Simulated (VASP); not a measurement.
# Ga2S (Fm-3m) in VASP: further runs

Ga2S is run at these levels: PBE; tasks: single point, relaxation of cell and atoms.

All numbers are computed with VASP 6.6.1; they aren't measurements. Logs are shortened: lines on timing, memory, paths and dates and some standing lists are left out, and cuts for length are marked.

## (1) The cell of the first run

Symmetry: Fm-3m, No. 225, cubic system. The conventional cell has a = 6.706 Å, b = 6.706 Å, c = 6.706 Å, α = 90.00°, β = 90.00°, γ = 90.00°. Within 3.8 Å of Ga (site symmetry -43m) lie 4 S at 2.90 Å and 6 Ga at 3.35 Å. Within 3.8 Å of S (site symmetry m-3m) lie 8 Ga at 2.90 Å.

## (2) Single point, PBE

The input, INCAR:

```
  PREC = Accurate
  ENCUT = 520
  EDIFF = 1E-6
  ISMEAR = 0
  SIGMA = 0.1
  LREAL = F
  LASPH = T
  NELM = 60
  ALGO = Normal
  ISIF = 2
  LWAVE = F
  LCHARG = T
  GGA = PE
  LELF = T
  LVHAR = T
  NBANDS = 23
```

The input, KPOINTS:

```
Automatic mesh
0
Gamma
  12 12 12
```

The input, POSCAR:

```
Ga2S
1.0
    0.0000000000      3.3528067402      3.3528067402
    3.3528067402      0.0000000000      3.3528067402
    3.3528067402      3.3528067402      0.0000000000
Ga S
2 1
Direct
    0.2500000000      0.2500000000      0.2500000000
    0.7500000000      0.7500000000      0.7500000000
    0.0000000000      0.0000000000      0.0000000000
```

Potentials or basis: VASP PAW PBE potentials, release 64 (Ga_d, S).

The run is started by

```sh
> cat potpaw_PBE.64/Ga_d/POTCAR potpaw_PBE.64/S/POTCAR > POTCAR
> mpirun -np 1 vasp_std > vasp.out
```

OUTCAR:

```text
PREC = Accurate
   ENCUT = 520
   EDIFF = 1E-6
   ISMEAR = 0
   LREAL = F
   LASPH = T
   NELM = 60
   ISIF = 2
   GGA = PE

 ion  position               nearest neighbor table
   1  0.250  0.250  0.250-
   2  0.750  0.750  0.750-
   3  0.000  0.000  0.000-

  LATTYP: Found a face centered cubic cell.
 ALAT       =     6.7056134804

  Lattice vectors:

 A1 = (   0.0000000000,   3.3528067402,   3.3528067402)
 A2 = (   3.3528067402,   0.0000000000,   3.3528067402)
 A3 = (   3.3528067402,   3.3528067402,   0.0000000000)

Analysis of symmetry for initial positions (statically):
=====================================================================
 Subroutine PRICEL returns:
 Original cell was already a primitive cell.

 Routine SETGRP: Setting up the symmetry group for a
 face centered cubic supercell.

 Subroutine GETGRP returns: Found 48 space group operations
 (whereof 48 operations were pure point group operations)
 out of a pool of 48 trial point group operations.

The static configuration has the point symmetry O_h .

Analysis of symmetry for dynamics (positions and initial velocities):
=====================================================================
 Subroutine PRICEL returns:
 Original cell was already a primitive cell.

 Routine SETGRP: Setting up the symmetry group for a
 face centered cubic supercell.

 Subroutine GETGRP returns: Found 48 space group operations
 (whereof 48 operations were pure point group operations)
 out of a pool of 48 trial point group operations.

The dynamic configuration has the point symmetry O_h .

 Subroutine INISYM returns: Found 48 space group operations
 (whereof 48 operations are pure point group operations),
 and found     1 'primitive' translations

----------------------------------------------------------------------------------------

                                     Primitive cell

  volume of cell :      75.3799

  direct lattice vectors                    reciprocal lattice vectors
     0.000000000  3.352806740  3.352806740    -0.149128786  0.149128786  0.149128786
     3.352806740  0.000000000  3.352806740     0.149128786 -0.149128786  0.149128786
     3.352806740  3.352806740  0.000000000     0.149128786  0.149128786 -0.149128786

  length of vectors
     4.741584764  4.741584764  4.741584764     0.258298635  0.258298635  0.258298635

  position of ions in fractional coordinates (direct lattice)
     0.250000000  0.250000000  0.250000000
     0.750000000  0.750000000  0.750000000
     0.000000000  0.000000000  0.000000000

  ion indices of the primitive-cell ions
   primitive index   ion index
                 1           1
                 2           2
                 3           3

----------------------------------------------------------------------------------------

 KPOINTS: Automatic mesh

Automatic generation of k-mesh.
 Grid dimensions read from file:
 generate k-points for:   12   12   12

 Generating k-lattice:

  Cartesian coordinates                     Fractional coordinates (reciprocal lattice)
    -0.012427399  0.012427399  0.012427399     0.083333333  0.000000000  0.000000000
     0.012427399 -0.012427399  0.012427399     0.000000000  0.083333333  0.000000000
     0.012427399  0.012427399 -0.012427399     0.000000000  0.000000000  0.083333333

  Length of vectors
     0.021524886  0.021524886  0.021524886

  Shift w.r.t. Gamma in fractional coordinates (k-lattice)
     0.000000000  0.000000000  0.000000000

 Subroutine IBZKPT returns following result:
 ===========================================

 Found     72 irreducible k-points:

 Following reciprocal coordinates:
            Coordinates               Weight
  0.000000  0.000000  0.000000      1.000000
  0.083333  0.000000  0.000000      8.000000
  0.166667  0.000000  0.000000      8.000000
  0.250000  0.000000  0.000000      8.000000
  0.333333  0.000000  0.000000      8.000000
  0.416667  0.000000  0.000000      8.000000
[... 16 lines left out ...]
  0.500000  0.166667  0.000000     24.000000
 -0.416667  0.166667  0.000000     24.000000
 [... further k-points ...]
   k-points           NKPTS =     72   k-points in BZ     NKDIM =     72   number of bands    NBANDS=     23
   number of dos      NEDOS =    301   number of ions     NIONS =      3
   total plane-waves  NPLWV =  46656
   dimension x,y,z NGX =    36 NGY =   36 NGZ =   36
   dimension x,y,z NGXF=    72 NGYF=   72 NGZF=   72
   ions per type =               2   1
   NGX,Y,Z   is equivalent  to a cutoff of  12.62, 12.62, 12.62 a.u.
   NGXF,Y,Z  is equivalent  to a cutoff of  25.24, 25.24, 25.24 a.u.
 SYSTEM =  unknown system
   PREC   = accura    normal or accurate (medium, high low for compatibility)
   ISTART =      0    job   : 0-new  1-cont  2-samecut
   ICHARG =      2    charge: 1-file 2-atom 10-const
   ISPIN  =      1    spin polarized calculation?
   LNONCOLLINEAR =      F non collinear calculations
   LSORBIT =      F    spin-orbit coupling
   LASPH  =      T    aspherical Exc in radial PAW
   ENCUT  =  520.0 eV  38.22 Ry    6.18 a.u.   8.82  8.82  8.82*2*pi/ulx,y,z
   NELM   =     60;   NELMIN=  2; NELMDL= -5     # of ELM steps
   EDIFF  = 0.1E-05   stopping-criterion for ELM
   LREAL  =      F    real-space projection
   EDIFFG = 0.1E-04   stopping-criterion for IOM
   NSW    =      0    number of steps for IOM
   IBRION =     -1    ionic relax: 0-MD 1-quasi-New 2-CG
   NFREE  =      0    steps in history (QN), initial steepest desc. (CG)
   ISIF   =      2    stress and relaxation
   ISYM   =      2    0-nonsym 1-usesym 2-fastsym
   POTIM  = 0.5000    time-step for ionic-motion
   TEBEG  =    0.0;   TEEND  =   0.0 temperature during run
   PSTRESS=    0.0 pullay stress
   NELECT =      32.0000    total number of electrons
   NUPDOWN=      -1.0000    fix difference up-down
   EMIN   =  10.00;   EMAX   =-10.00  energy-range for DOS
   EFERMI =   0.00;   METHOD = LEGACY
   ISMEAR =     0;   SIGMA  =   0.10  broadening in eV -4-tet -1-fermi 0-gaus
   EFERMI_NEDOS =   21; number of points for ismear=-14 and -15
   IALGO  =     38    algorithm
   IMIX   =      4    mixing-type and parameters
     AMIX     =   0.40;   BMIX     =  1.00
     AMIX_MAG =   1.60;   BMIX_MAG =  1.00
  volume/ion in A,a.u.               =      25.13       169.56
  Fermi-wavevector in a.u.,A,eV,Ry     =   1.230381  2.325083 20.597010  1.513838
  Thomas-Fermi vector in A             =   2.365232
   LORBIT       =      0    0 simple, 1 ext, 2 COOP (PROOUT), +10 PAW based schemes
   GGA     = PE    functional components
   LHFCALC =     F    Hartree Fock is set to
   AEXX    =    0.0000 exact exchange contribution
   IVDW    =     0    specifies the selected vdW correction
   LEPSILON=     F    determine dielectric tensor
   LRPA    =     F    only Hartree local field effects (RPA)
 non-spin polarized calculation
 Gauss-broadening in eV      SIGMA  =   0.10
  energy-cutoff  :      520.00
  volume of cell :       75.38
 maximum number of plane-waves:      2085
   NGX = 17   NGY = 17   NGZ = 17

 number of electron      32.0000027 magnetization

 Free energy of the ion-electron system (eV)
  ---------------------------------------------------
  ext. energy  EPLUGINS =         0.00000000
  ---------------------------------------------------
  free energy    TOTEN  =        -9.80823602 eV

  energy without entropy =       -9.80730549  energy(sigma->0) =       -9.80777075

 E-fermi :   3.5745     XC(G=0):  -9.1430

 val. band max:        3.5680797275   @ k =   0.4167   0.0000   0.0000
 cond. band min:       3.8095750809   @ k =   0.5000   0.0000   0.0000
 fundamental gap:      0.2414953534
 Fermi energy:         3.5744838139

 k-point     1 :       0.0000    0.0000    0.0000
  band No.  band energies     occupation
      1     -11.3732      2.00000
      2     -11.3732      2.00000
      3     -11.3457      2.00000
      4     -11.3457      2.00000
      5     -11.3457      2.00000
      6     -11.2724      2.00000
[... 15 lines left out ...]
     22       8.7364      0.00000
     23       9.9683      0.00000

 k-point     2 :       0.0833    0.0000    0.0000
  band No.  band energies     occupation
      1     -11.3710      2.00000
      2     -11.3710      2.00000
      3     -11.3481      2.00000
      4     -11.3442      2.00000
      5     -11.3442      2.00000
      6     -11.2736      2.00000
[... 15 lines left out ...]
     22       8.5476      0.00000
     23      10.5326      0.00000

 k-point     3 :       0.1667    0.0000    0.0000
  band No.  band energies     occupation
      1     -11.3645      2.00000
      2     -11.3645      2.00000
      3     -11.3538      2.00000
      4     -11.3398      2.00000
      5     -11.3398      2.00000
      6     -11.2774      2.00000
[... 15 lines left out ...]
     22       8.2569      0.00000
     23      11.5740      0.00000

 k-point     4 :       0.2500    0.0000    0.0000
  band No.  band energies     occupation
      1     -11.3599      2.00000
      2     -11.3541      2.00000
      3     -11.3541      2.00000
      4     -11.3330      2.00000
      5     -11.3329      2.00000
      6     -11.2839      2.00000
[... 15 lines left out ...]
     22       8.2515      0.00000
     23      12.1282      0.00000

 k-point     5 :       0.3333    0.0000    0.0000
  band No.  band energies     occupation
      1     -11.3640      2.00000
      2     -11.3404      2.00000
      3     -11.3404      2.00000
      4     -11.3245      2.00000
      5     -11.3245      2.00000
      6     -11.2917      2.00000
[... 434 lines left out ...]
 k-point    22 :       0.4167    0.1667    0.0000
  band No.  band energies     occupation
      1     -11.3802      2.00000
      2     -11.3508      2.00000
      3     -11.3179      2.00000
      4     -11.3131      2.00000
      5     -11.3123      2.00000
      6     -11.3003      2.00000
[... 15 lines left out ...]
     22       9.0465      0.00000
     23      11.4680      0.00000

 k-point    23 :       0.5000    0.1667    0.0000
  band No.  band energies     occupation
      1     -11.3794      2.00000
      2     -11.3371      2.00000
      3     -11.3170      2.00000
      4     -11.3117      2.00000
      5     -11.3080      2.00000
      6     -11.3031      2.00000
[... 15 lines left out ...]
     22       9.0683      0.00000
     23      11.6857      0.00000

 k-point    24 :      -0.4167    0.1667    0.0000
  band No.  band energies     occupation
      1     -11.3772      2.00000
      2     -11.3310      2.00000
      3     -11.3216      2.00000
      4     -11.3140      2.00000
      5     -11.3115      2.00000
      6     -11.3003      2.00000
[... 15 lines left out ...]
     22       9.5000      0.00000
     23      11.4949      0.00000

 [... further k-points ...]

------------------------ aborting loop because EDIFF is reached ----------------------------------------

  FORCE on cell =-STRESS in cart. coord.  units (eV):
  Direction    XX          YY          ZZ          XY          YZ          ZX
  --------------------------------------------------------------------------------------
  -------------------------------------------------------------------------------------
  Total        0.0117978      0.0117978      0.0117978      0.0000000      0.0000000      0.0000000
  in kB        0.2507596      0.2507596      0.2507596      0.0000000      0.0000000      0.0000000
  external PRESSURE =       0.2507596 kB  Pullay stress =       0.0000000 kB

 VOLUME and BASIS-vectors are now :
 -----------------------------------------------------------------------------
  energy-cutoff  :      520.00
  volume of cell :       75.38
      direct lattice vectors                 reciprocal lattice vectors
     0.000000000  3.352806740  3.352806740    -0.149128786  0.149128786  0.149128786
     3.352806740  0.000000000  3.352806740     0.149128786 -0.149128786  0.149128786
     3.352806740  3.352806740  0.000000000     0.149128786  0.149128786 -0.149128786

 POSITION                                       TOTAL-FORCE (eV/Angst)
 -----------------------------------------------------------------------------------
      1.67640      1.67640      1.67640        -0.000000     -0.000000     -0.000000
      5.02921      5.02921      5.02921         0.000000      0.000000      0.000000
      0.00000      0.00000      0.00000         0.000000      0.000000      0.000000
 -----------------------------------------------------------------------------------
    total drift:                                0.000000      0.000000      0.000000

  FREE ENERGIE OF THE ION-ELECTRON SYSTEM (eV)
  ---------------------------------------------------
  free  energy   TOTEN  =        -9.8082360162 eV

  energy  without entropy=       -9.8073054928  energy(sigma->0) =       -9.80777075
```

It took 2.8 min on 1 thread of Intel Xeon 8259CL, shared host; peak memory 0.27 GiB.

Results:

```yaml
Free_energy: -9.8082 eV
Pressure: 0.0 GPa
Band_gap_on_the_k_mesh: zero (bands 16 and 17 overlap by 0.31 eV)
```

## (3) Relaxation of cell and atoms, PBE

This run uses another cell than the first one, of 24.73 Å³/atom.

The input, INCAR:

```
SYSTEM = Ga2S
PREC = Accurate ; ENCUT = 600
EDIFF = 1E-6 ; ISMEAR = 0
SIGMA = 0.1 ; LREAL = .False.
LASPH = .True. ; NELM = 60
ALGO = Normal ; ISIF = 3
LWAVE = .False. ; LCHARG = .False.
GGA = PE ; IBRION = 2
NSW = 100 ; EDIFFG = -0.01
```

The input, KPOINTS:

```
regular mesh
0
Gamma
  12 12 12
  0 0 0
```

The input, POSCAR:

```
Ga2S
1.0
    0.0000000000      3.3351800038      3.3351800038
    3.3351800038      0.0000000000      3.3351800038
    3.3351800038      3.3351800038      0.0000000000
Ga S
2 1
Direct
    0.2500000000      0.2500000000      0.2500000000
    0.7500000000      0.7500000000      0.7500000000
    0.0000000000      0.0000000000      0.0000000000
```

Potentials or basis: VASP PAW PBE potentials, release 64 (Ga_d, S).

The run is started by

```sh
> cat potpaw_PBE.64/Ga_d/POTCAR potpaw_PBE.64/S/POTCAR > POTCAR
> mpirun -np 1 vasp_std > vasp.out
```

OUTCAR:

```text
SYSTEM = Ga2S
   PREC = Accurate
   ENCUT = 600
   EDIFF = 1E-6
   ISMEAR = 0
   LREAL = .False.
   LASPH = .True.
   NELM = 60
   ISIF = 3
   GGA = PE
   IBRION = 2
   NSW = 100
   EDIFFG = -0.01

 ion  position               nearest neighbor table
   1  0.250  0.250  0.250-
   2  0.750  0.750  0.750-
   3  0.000  0.000  0.000-

  LATTYP: Found a face centered cubic cell.
 ALAT       =     6.6703600076

  Lattice vectors:

 A1 = (   0.0000000000,   3.3351800038,   3.3351800038)
 A2 = (   3.3351800038,   0.0000000000,   3.3351800038)
 A3 = (   3.3351800038,   3.3351800038,   0.0000000000)

Analysis of symmetry for initial positions (statically):
[... 330 lines left out ...]
  ---------------------------------------------------
  free energy    TOTEN  =        -9.80789409 eV

  energy without entropy =       -9.80696290  energy(sigma->0) =       -9.80742850

 E-fermi :   3.5728     XC(G=0):  -9.1419

 val. band max:        3.5660386711   @ k =   0.4167   0.0000   0.0000
 cond. band min:       3.8074508773   @ k =   0.5000   0.0000   0.0000
 fundamental gap:      0.2414122063
 Fermi energy:         3.5727633345

 k-point     1 :       0.0000    0.0000    0.0000
  band No.  band energies     occupation
      1     -11.3752      2.00000
      2     -11.3752      2.00000
      3     -11.3477      2.00000
      4     -11.3477      2.00000
      5     -11.3477      2.00000
      6     -11.2744      2.00000
[... 541 lines left out ...]
     19       6.3260      0.00000
     20       7.6469      0.00000

 [... further k-points ...]

------------------------ aborting loop because EDIFF is reached ----------------------------------------

  FORCE on cell =-STRESS in cart. coord.  units (eV):
  Direction    XX          YY          ZZ          XY          YZ          ZX
  --------------------------------------------------------------------------------------
  -------------------------------------------------------------------------------------
  Total        0.0007556      0.0007556      0.0007556     -0.0000000      0.0000000      0.0000000
  in kB        0.0160578      0.0160578      0.0160578     -0.0000000      0.0000000      0.0000000
  external PRESSURE =       0.0160578 kB  Pullay stress =       0.0000000 kB
[... 18 lines left out ...]
  FREE ENERGIE OF THE ION-ELECTRON SYSTEM (eV)
  ---------------------------------------------------
  free  energy   TOTEN  =        -9.8078940939 eV

  energy  without entropy=       -9.8069629038  energy(sigma->0) =       -9.80742850

 reached required accuracy - stopping structural energy minimisation
```

OSZICAR:

```text
N       E                     dE             d eps       ncg     rms          rms(c)
DAV:   1     0.196508797056E+03    0.19651E+03   -0.17213E+04  2884   0.260E+03
DAV:   2     0.129944085033E+02   -0.18351E+03   -0.17716E+03  2992   0.469E+02
DAV:   3    -0.898415300480E+01   -0.21979E+02   -0.20542E+02  3472   0.125E+02
DAV:   4    -0.101479534223E+02   -0.11638E+01   -0.11246E+01  3500   0.258E+01
[... 39 lines left out ...]
DAV:   2    -0.980851160081E+01    0.25530E-02   -0.55024E-03  3640   0.112E+00    0.146E-01
DAV:   3    -0.980797125464E+01    0.54035E-03   -0.10612E-03  3876   0.459E-01    0.415E-02
DAV:   4    -0.980790016724E+01    0.71087E-04   -0.73442E-05  3544   0.103E-01    0.139E-02
DAV:   5    -0.980789465296E+01    0.55143E-05   -0.54276E-06  2960   0.219E-02    0.438E-03
DAV:   6    -0.980789409387E+01    0.55908E-06   -0.14125E-06  1516   0.186E-02
   5 F= -.98078941E+01 E0= -.98074285E+01  d E =-.162739E-02
```

CONTCAR:

```text
Ga2S
   1.00000000000000
    -0.0000000000000000    3.3530148848197139    3.3530148848197139
     3.3530148848197139   -0.0000000000000000    3.3530148848197139
     3.3530148848197139    3.3530148848197139    0.0000000000000000
  Ga              S
     2     1
Direct
     0.2500000000000000    0.2500000000000000    0.2500000000000000
     0.7500000000000000    0.7500000000000000    0.7500000000000000
     0.0000000000000000    0.0000000000000000    0.0000000000000000

  0.00000000E+00  0.00000000E+00  0.00000000E+00
  0.00000000E+00  0.00000000E+00  0.00000000E+00
  0.00000000E+00  0.00000000E+00  0.00000000E+00
```

Wall time 13 min (1 thread of Intel Xeon 8259CL, shared host); peak memory 0.33 GiB.

What came out:

```
Free energy                           : -9.8079 eV
Relaxed volume                        : 25.13 Å³/atom
Relaxed cell                          : a = 4.742 Å, b = 4.742 Å, c = 4.742 Å, α = 60.00°, β = 60.00°, γ = 60.00°
Space group after relaxing (to 0.1 Å) : Fm-3m (No. 225)
Energy gained by relaxing             : 0.5 meV/atom
Ionic steps                           : 5
Pressure after relaxing               : 0.0 GPa
Band gap on the k mesh                : zero (bands 16 and 17 overlap by 0.31 eV)
```

The path:
```tsv
step	energy change (eV)	largest force (eV/Å)	pressure (GPa)	volume (Å³)
1	0.0000	0.0000	0.45	74.20
2	-0.0014	0.0000	0.12	74.95
3	-0.0016	0.0000	0.08	75.18
4	-0.0016	0.0000	-0.09	75.63
5	-0.0016	0.0000	0.00	75.39
```

Final structure:
```
Ga S
1.0
     0.00000    3.35301    3.35301
     3.35301    0.00000    3.35301
     3.35301    3.35301    0.00000
Ga S
2 1
Direct
  0.25000 0.25000 0.25000
  0.75000 0.75000 0.75000
  0.00000 0.00000 0.00000
```

The gap in the log of VASP goes by the Fermi energy; the results here count the filled bands.